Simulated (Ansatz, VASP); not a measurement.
# AlIn3As4 in VASP and in Ansatz

```
Al In As
1.0
     4.04806    0.00000    0.00000
     0.00000    4.04806    0.00000
     0.00000    0.00000   11.44965
Al In As
1 3 4
Cartesian
  0.0000 0.0000 0.0000
  2.0240 2.0240 2.8624
  0.0000 0.0000 5.7248
  2.0240 2.0240 8.5872
  2.0240 0.0000 1.4312
  0.0000 2.0240 4.2936
  2.0240 0.0000 7.1560
  0.0000 2.0240 10.0184
```

Alike in both runs: task relaxation of cell and atoms; functional PBE; k mesh 4 × 4 × 2; occupations gaussian, width 0.1 eV; no spin polarisation.

|  | VASP | Ansatz |
| --- | --- | --- |
| version | VASP 6.6.1 | Ansatz 0.2.0 |
| potentials or method | VASP PAW PBE potentials, release 64 (Al, In_d, As), cutoff 600 eV | scalar-relativistic, plane waves, PAW |
| valence electrons in the cell | 62 | 102 |

|  | VASP | Ansatz | Ansatz less VASP |
| --- | --- | --- | --- |
| gap on the k mesh at the Fermi level, each at its own relaxed structure (eV) | none | none | - |
| relaxed volume (Å³/atom) | 27.99 | 28.03 | +0.047 |
| relaxed length of the cell vector where the two differ most in proportion (Å) | 12.030 | 12.056 | +0.0255 |

A gap of «none» marks a metal or a gap that the smearing closes. VASP's potentials hold 62 valence electrons a cell and Ansatz's 102, so a difference there can come from the potentials and not from the codes.

The k mesh is coarse, so the values compare programs but aren't converged. Noted on VASP's run: the volume moved by over 15 % at a fixed basis, so the end points are rough.
